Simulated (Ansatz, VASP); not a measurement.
**Li in VASP and in Ansatz**

```
Li
1.0
     0.00000    2.94700    2.94700
     2.94700    0.00000    2.94700
     2.94700    2.94700    0.00000
Li
2
Direct
  0.50000 0.50000 0.50000
  0.75000 0.75000 0.75000
```

Alike in both runs: task relaxation of cell and atoms; functional PBE; k mesh 16 × 16 × 16; occupations gaussian, width 0.1 eV; no spin polarisation.

|  | VASP | Ansatz |
| --- | --- | --- |
| version | VASP 6.6.1 | Ansatz 0.2.0 |
| potentials or method | VASP PAW PBE potentials, release 64 (Li_sv), cutoff 600 eV | scalar-relativistic, plane waves, PAW |
| valence electrons in the cell | 6 | 6 |

VASP gave:

| Quantity | Value |
| --- | --- |
| gap on the k mesh at the Fermi level, each at its own relaxed structure (eV) | none |
| relaxed volume (Å³/atom) | 25.36 |
| relaxed cell length with the largest relative difference (Å) | 4.155 |

Question: Which values does Ansatz return?

Answer: gap on the k mesh at the Fermi level, each at its own relaxed structure (eV): none; relaxed volume (Å³/atom): 25.59; relaxed cell length with the largest relative difference (Å): 4.168.

A gap of «none» marks a metal or a gap that the smearing closes.

Noted on VASP's run: the cutoff is short for stress, so the pressure is rough.
